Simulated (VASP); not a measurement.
BaTiO3:

```
Ba Ti O
1.0
     3.99038    0.00000    0.00000
     0.00000    3.99038    0.00000
     0.00000    0.00000    4.10266
Ba Ti O
1 1 3
Direct
  0.50000 0.50000 0.58254
  0.00000 0.00000 0.10004
  0.00000 0.50000 0.06422
  0.50000 0.00000 0.06422
  0.00000 0.00000 0.54897
```

```yaml
Program: VASP 6.6.1
Task: relaxation of cell and atoms
Functional: PBE
Potentials_or_basis: VASP PAW PBE potentials, release 64 (Ba_sv, Ti_sv, O)
Cutoff: 600 eV
k_mesh: 6 × 6 × 6
Occupations: fermi-dirac, width 0.02 eV
Spin: no spin polarisation
```

At the start: pressure 2.9 GPa; volume 13.07 Å³/atom.

**Question.** How do energy, volume and symmetry change on relaxing?

**Answer.** Over 25 steps the energy falls by 3.9 meV/atom and the volume is 13.48 Å³/atom (+3.2 %); space group P4mm (No. 99, to 0.05 Å).

Step by step:
```
step  energy change (eV)  largest force (eV/Å)  pressure (GPa)  volume (Å³)
   1              0.0000                0.0558            2.94        65.33
   2             -0.0028                0.3536           -2.43        67.62
   3             -0.0110                0.1917           -0.05        66.54
   4             -0.0134                0.0818            0.00        66.70
   5             -0.0140                0.0614            0.05        66.82
   6             -0.0158                0.0652           -0.02        66.95
   7             -0.0186                0.0812           -0.13        67.35
   8             -0.0188                0.0870           -0.16        67.45
   9             -0.0193                0.0413            0.05        67.30
  10             -0.0193                0.0464            0.04        67.31
  11             -0.0196                0.0183            0.09        67.30
  12             -0.0196                0.0200            0.14        67.29
  13             -0.0196                0.0343           -0.21        67.44
  14             -0.0196                0.0145           -0.01        67.35
  15             -0.0197                0.0080            0.01        67.35
  16             -0.0197                0.0144            0.02        67.35
  17             -0.0197                0.0098            0.03        67.39
  18             -0.0197                0.0200           -0.04        67.48
  19             -0.0197                0.0144           -0.08        67.45
  20             -0.0197                0.0096           -0.06        67.42
  21             -0.0197                0.0073           -0.03        67.40
  22             -0.0197                0.0084            0.05        67.38
  23             -0.0197                0.0062            0.04        67.39
  24             -0.0197                0.0069            0.02        67.40
  25             -0.0197                0.0045            0.01        67.40
```

Final structure:
```
Ba Ti O
1.0
     3.99586    0.00000    0.00000
     0.00000    3.99586    0.00000
     0.00000    0.00000    4.22123
Ba Ti O
1 1 3
Cartesian
  1.9979 1.9979 2.4904
  0.0000 0.0000 0.4590
  0.0000 1.9979 0.2582
  1.9979 0.0000 0.2582
  0.0000 3.9959 2.2751
```
